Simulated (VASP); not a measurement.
# Pt (Fm-3m) in VASP: notebook

Runs on Pt. Level: PBE. Tasks: relaxation of cell and atoms.

Everything below comes from runs of VASP 6.6.1. Logs are shortened: lines on timing, memory, paths and dates and some standing lists are left out, and cuts for length are marked.

### 1 The cell of the first run

Symmetry: Fm-3m, No. 225, cubic system. The conventional cell has a = 3.494 Å, b = 3.494 Å, c = 3.494 Å, α = 90.00°, β = 90.00°, γ = 90.00°. Within 3.3 Å of Pt (site symmetry m-3m) lie 12 Pt at 2.47 Å.

### 2 Relaxation of cell and atoms, PBE, target pressure 260 GPa, at which the enthalpy is minimised

INCAR reads:

```
  PREC = Accurate
  ENCUT = 600
  EDIFF = 1E-6
  ISMEAR = -1
  SIGMA = 0.05
  LREAL = False
  LASPH = True
  NELM = 100
  ALGO = Normal
  ISIF = 3
  LWAVE = False
  LCHARG = False
  GGA = PE
  IBRION = 2
  NSW = 32
  EDIFFG = -0.005
  PSTRESS = 2600.0
```

KPOINTS reads:

```
Automatic mesh
0
Gamma
  19 19 19
```

POSCAR reads:

```
Pt
1.0
    0.0000000000      1.7472383968      1.7472383968
    1.7472383968      0.0000000000      1.7472383968
    1.7472383968      1.7472383968      0.0000000000
Pt
1
Direct
    0.0000000000      0.0000000000      0.0000000000
```

Potentials or basis: VASP PAW PBE potentials, release 64 (Pt).

Command:

```sh
cat potpaw_PBE.64/Pt/POTCAR > POTCAR
mpirun -np 1 vasp_std > vasp.out
```

OUTCAR:

```text
PREC = Accurate
   ENCUT = 600
   EDIFF = 1E-6
   ISMEAR = -1
   LREAL = False
   LASPH = True
   NELM = 100
   ISIF = 3
   GGA = PE
   IBRION = 2
   NSW = 32
   EDIFFG = -0.005
   PSTRESS = 2600.0

 ion  position               nearest neighbor table
   1  0.000  0.000  0.000-

  LATTYP: Found a face centered cubic cell.
 ALAT       =     3.4944767936

  Lattice vectors:

 A1 = (   0.0000000000,   1.7472383968,   1.7472383968)
 A2 = (   1.7472383968,   0.0000000000,   1.7472383968)
 A3 = (   1.7472383968,   1.7472383968,   0.0000000000)

Analysis of symmetry for initial positions (statically):
=====================================================================
 Subroutine PRICEL returns:
 Original cell was already a primitive cell.

 Routine SETGRP: Setting up the symmetry group for a
 face centered cubic supercell.

 Subroutine GETGRP returns: Found 48 space group operations
 (whereof 48 operations were pure point group operations)
 out of a pool of 48 trial point group operations.

The static configuration has the point symmetry O_h .

Analysis of symmetry for dynamics (positions and initial velocities):
=====================================================================
 Subroutine PRICEL returns:
 Original cell was already a primitive cell.

 Routine SETGRP: Setting up the symmetry group for a
 face centered cubic supercell.

 Subroutine GETGRP returns: Found 48 space group operations
 (whereof 48 operations were pure point group operations)
 out of a pool of 48 trial point group operations.

The dynamic configuration has the point symmetry O_h .

 Subroutine INISYM returns: Found 48 space group operations
 (whereof 48 operations are pure point group operations),
 and found     1 'primitive' translations

----------------------------------------------------------------------------------------

                                     Primitive cell

  volume of cell :      10.6681

  direct lattice vectors                    reciprocal lattice vectors
     0.000000000  1.747238397  1.747238397    -0.286165872  0.286165872  0.286165872
     1.747238397  0.000000000  1.747238397     0.286165872 -0.286165872  0.286165872
     1.747238397  1.747238397  0.000000000     0.286165872  0.286165872 -0.286165872

  length of vectors
     2.470968237  2.470968237  2.470968237     0.495653830  0.495653830  0.495653830

  position of ions in fractional coordinates (direct lattice)
     0.000000000  0.000000000  0.000000000

  ion indices of the primitive-cell ions
   primitive index   ion index
                 1           1

----------------------------------------------------------------------------------------

 KPOINTS: Automatic mesh

Automatic generation of k-mesh.
 Grid dimensions read from file:
 generate k-points for:   19   19   19

 Generating k-lattice:

  Cartesian coordinates                     Fractional coordinates (reciprocal lattice)
    -0.015061362  0.015061362  0.015061362     0.052631579  0.000000000  0.000000000
     0.015061362 -0.015061362  0.015061362     0.000000000  0.052631579  0.000000000
     0.015061362  0.015061362 -0.015061362     0.000000000  0.000000000  0.052631579

  Length of vectors
     0.026087044  0.026087044  0.026087044

  Shift w.r.t. Gamma in fractional coordinates (k-lattice)
     0.000000000  0.000000000  0.000000000

 Subroutine IBZKPT returns following result:
 ===========================================

 Found    220 irreducible k-points:

 Following reciprocal coordinates:
            Coordinates               Weight
  0.000000  0.000000  0.000000      1.000000
  0.052632  0.000000  0.000000      8.000000
  0.105263  0.000000  0.000000      8.000000
  0.157895  0.000000  0.000000      8.000000
  0.210526  0.000000  0.000000      8.000000
  0.263158  0.000000  0.000000      8.000000
[... 16 lines left out ...]
 -0.315789  0.052632  0.000000     24.000000
 -0.263158  0.052632  0.000000     24.000000
 [... further k-points ...]
   k-points           NKPTS =    220   k-points in BZ     NKDIM =    220   number of bands    NBANDS=      9
   number of dos      NEDOS =    301   number of ions     NIONS =      1
   total plane-waves  NPLWV =   8000
   dimension x,y,z NGX =    20 NGY =   20 NGZ =   20
   dimension x,y,z NGXF=    40 NGYF=   40 NGZF=   40
   ions per type =               1
   NGX,Y,Z   is equivalent  to a cutoff of  13.46, 13.46, 13.46 a.u.
   NGXF,Y,Z  is equivalent  to a cutoff of  26.91, 26.91, 26.91 a.u.
 SYSTEM =  unknown system
   PREC   = accura    normal or accurate (medium, high low for compatibility)
   ISTART =      0    job   : 0-new  1-cont  2-samecut
   ICHARG =      2    charge: 1-file 2-atom 10-const
   ISPIN  =      1    spin polarized calculation?
   LNONCOLLINEAR =      F non collinear calculations
   LSORBIT =      F    spin-orbit coupling
   LASPH  =      T    aspherical Exc in radial PAW
   ENCUT  =  600.0 eV  44.10 Ry    6.64 a.u.   4.94  4.94  4.94*2*pi/ulx,y,z
   NELM   =    100;   NELMIN=  2; NELMDL= -5     # of ELM steps
   EDIFF  = 0.1E-05   stopping-criterion for ELM
   LREAL  =      F    real-space projection
   EDIFFG = -.5E-02   stopping-criterion for IOM
   NSW    =     32    number of steps for IOM
   IBRION =      2    ionic relax: 0-MD 1-quasi-New 2-CG
   NFREE  =      1    steps in history (QN), initial steepest desc. (CG)
   ISIF   =      3    stress and relaxation
   ISYM   =      2    0-nonsym 1-usesym 2-fastsym
   POTIM  = 0.5000    time-step for ionic-motion
   TEBEG  =    0.0;   TEEND  =   0.0 temperature during run
   PSTRESS= 2600.0 pullay stress
   NELECT =      10.0000    total number of electrons
   NUPDOWN=      -1.0000    fix difference up-down
   EMIN   =  10.00;   EMAX   =-10.00  energy-range for DOS
   EFERMI =   0.00;   METHOD = LEGACY
   ISMEAR =    -1;   SIGMA  =   0.05  broadening in eV -4-tet -1-fermi 0-gaus
   EFERMI_NEDOS =   21; number of points for ismear=-14 and -15
   IALGO  =     38    algorithm
   IMIX   =      4    mixing-type and parameters
     AMIX     =   0.40;   BMIX     =  1.00
     AMIX_MAG =   1.60;   BMIX_MAG =  1.00
  volume/ion in A,a.u.               =      10.67        71.99
  Fermi-wavevector in a.u.,A,eV,Ry     =   1.602185  3.027691 34.926112  2.566997
  Thomas-Fermi vector in A             =   2.699046
   LORBIT       =      0    0 simple, 1 ext, 2 COOP (PROOUT), +10 PAW based schemes
   GGA     = PE    functional components
   LHFCALC =     F    Hartree Fock is set to
   AEXX    =    0.0000 exact exchange contribution
   IVDW    =     0    specifies the selected vdW correction
   LEPSILON=     F    determine dielectric tensor
   LRPA    =     F    only Hartree local field effects (RPA)
 conjugate gradient relaxation of ions
 non-spin polarized calculation
  energy-cutoff  :      600.00
  volume of cell :       10.67
 maximum number of plane-waves:       366
   NGX =  9   NGY =  9   NGZ =  9

--------------------------------------- Ionic step        1  -------------------------------------------

 number of electron      10.0000000 magnetization

 number of electron       9.9999999 magnetization

 Free energy of the ion-electron system (eV)
  ---------------------------------------------------
  ext. energy  EPLUGINS =         0.00000000
  ---------------------------------------------------
  free energy    TOTEN  =        -3.37372318 eV

  energy without entropy =       -3.36495268  energy(sigma->0) =       -3.36933793

------------------------ aborting loop because EDIFF is reached ----------------------------------------

  FORCE on cell =-STRESS in cart. coord.  units (eV):
  Direction    XX          YY          ZZ          XY          YZ          ZX
  --------------------------------------------------------------------------------------
  -------------------------------------------------------------------------------------
  Total       17.4053831     17.4053831     17.4053831      0.0000000      0.0000000      0.0000000
  in kB     2614.0126042   2614.0126042   2614.0126042      0.0000000      0.0000000      0.0000000
  external PRESSURE =      14.0126042 kB  Pullay stress =    2600.0000000 kB
[... 59 lines left out ...]
  enthalpy is  TOTEN    =        13.9452470694 eV   P V=       17.5469082196

--------------------------------------- Ionic step        3  -------------------------------------------

 number of electron       9.9999999 magnetization

 Free energy of the ion-electron system (eV)
  ---------------------------------------------------
  ext. energy  EPLUGINS =         0.00000000
  ---------------------------------------------------
  free energy    TOTEN  =        -3.39166272 eV

  energy without entropy =       -3.38287646  energy(sigma->0) =       -3.38726959

 E-fermi :  19.3331     XC(G=0): -15.6372

 val. band max:       19.3287687645   @ k =  -0.4737   0.1579   0.0526
 cond. band min:      19.3576664936   @ k =  -0.4211   0.3158   0.0526
 fundamental gap:      0.0288977291
 Fermi energy:        19.3330636162

 k-point     1 :       0.0000    0.0000    0.0000
  band No.  band energies     occupation
      1       4.6286      2.00000
      2      12.7401      2.00000
      3      12.7401      2.00000
      4      12.7401      2.00000
      5      16.5063      2.00000
      6      16.5063      2.00000
      7      32.0518      0.00000
      8      39.1529      0.00000
      9      39.1529      0.00000
[... 265 lines left out ...]
 k-point    24 :      -0.2632    0.0526    0.0000
  band No.  band energies     occupation
      1       7.6323      2.00000
      2      12.4525      2.00000
      3      13.2270      2.00000
      4      13.3260      2.00000
      5      16.5075      2.00000
      6      17.7659      2.00000
      7      32.3850      0.00000
      8      37.0873      0.00000
      9      44.1847      0.00000

 [... further k-points ...]

------------------------ aborting loop because EDIFF is reached ----------------------------------------

  FORCE on cell =-STRESS in cart. coord.  units (eV):
  Direction    XX          YY          ZZ          XY          YZ          ZX
  --------------------------------------------------------------------------------------
  -------------------------------------------------------------------------------------
  Total       17.3313611     17.3313611     17.3313611     -0.0000000      0.0000000      0.0000000
  in kB     2600.2081540   2600.2081540   2600.2081540     -0.0000000      0.0000000      0.0000000
  external PRESSURE =       0.2081540 kB  Pullay stress =    2600.0000000 kB
[... 16 lines left out ...]
  FREE ENERGIE OF THE ION-ELECTRON SYSTEM (eV)
  ---------------------------------------------------
  free  energy   TOTEN  =        -3.3916627167 eV

  energy  without entropy=       -3.3828764610  energy(sigma->0) =       -3.38726959

  enthalpy is  TOTEN    =        13.9383109424 eV   P V=       17.3299736592

 reached required accuracy - stopping structural energy minimisation
```

It took 17 s on 1 thread of Intel Xeon 6975P-C (Granite Rapids), shared host; peak memory 0.15 GiB.

Results:

- Free energy: -3.3917 eV
- Relaxed volume: 10.68 Å³/atom
- Relaxed cell: a = 2.472 Å, b = 2.472 Å, c = 2.472 Å, α = 60.00°, β = 60.00°, γ = 60.00°
- Space group after relaxing (to 0.1 Å): Fm-3m (No. 225)
- Energy change on relaxing (the run minimises the enthalpy): -17.9 meV/atom
- Ionic steps: 3
- Pressure after relaxing: 260.0 GPa
- Band gap on the k mesh: zero (bands 5 and 6 overlap by 4.04 eV)

The path:
```
step  energy change (eV)  largest force (eV/Å)  pressure (GPa)  volume (Å³)
   1              0.0000                0.0000          261.40        10.67
   2             -0.2279                0.0000          243.60        10.81
   3             -0.0179                0.0000          260.02        10.68
```

Final structure:
```
Pt
1.0
     0.00000    1.74784    1.74784
     1.74784    0.00000    1.74784
     1.74784    1.74784    0.00000
Pt
1
Direct
  0.00000 0.00000 0.00000
```

Caveat: the cell is relaxed towards a set pressure, so the run minimises the enthalpy, not the energy; spin-orbit coupling is left out, which moves the levels of the heavy elements.

### 3 Relaxation of cell and atoms, PBE

This run uses another cell than the first one, of 15.66 Å³/atom.

INCAR reads:

```
PREC = Accurate
ENCUT = 600
EDIFF = 1E-6
ISMEAR = -1
SIGMA = 0.05
LREAL = F
LASPH = T
NELM = 80
ALGO = Normal
ISIF = 3
LWAVE = F
LCHARG = F
GGA = PE
IBRION = 2
NSW = 60
EDIFFG = -0.005
```

KPOINTS reads:

```
regular mesh
0
Gamma
  17 17 17
```

POSCAR reads:

```
Pt
1.0
    0.0000000000      1.9857740511      1.9857740511
    1.9857740511      0.0000000000      1.9857740511
    1.9857740511      1.9857740511      0.0000000000
Pt
1
Direct
    0.0000000000      0.0000000000      0.0000000000
```

Potentials or basis: VASP PAW PBE potentials, release 64 (Pt).

Command:

```sh
cat potpaw_PBE.64/Pt/POTCAR > POTCAR
mpirun -np 1 vasp_std > vasp.out
```

Run time: 14 s. Hardware: 1 thread of Intel Xeon 6975P-C (Granite Rapids), shared host; peak memory 0.17 GiB.

Results (log left out):

```yaml
Free_energy: -6.1090 eV
Relaxed_volume: 15.62 Å³/atom
Relaxed_cell: a = 2.806 Å, b = 2.806 Å, c = 2.806 Å, α = 60.00°, β = 60.00°, γ = 60.00°
Space_group_after_relaxing_to_0.1_Å: Fm-3m (No. 225)
Energy_gained_by_relaxing: 0.1 meV/atom
Ionic_steps: 3
Pressure_after_relaxing: 0.0 GPa
Band_gap_on_the_k_mesh: zero (bands 5 and 6 overlap by 2.05 eV)
```

Final structure:
```xyz
1
Lattice="0.0000 1.9840 1.9840 1.9840 0.0000 1.9840 1.9840 1.9840 0.0000" Properties=species:S:1:pos:R:3 pbc="T T T"
Pt    0.0000    0.0000    0.0000
```

Levels at points of the mesh, in eV from the Fermi level:
```tsv
k point	band 2	band 3	band 4	band 5	band 6	band 7	band 8	band 9
(0.00, 0.00, 0.00)	-3.57	-3.57	-3.57	-1.54	-1.54	14.74	19.51	19.51
```

Caveat: spin-orbit coupling is left out, which moves the levels of the heavy elements.
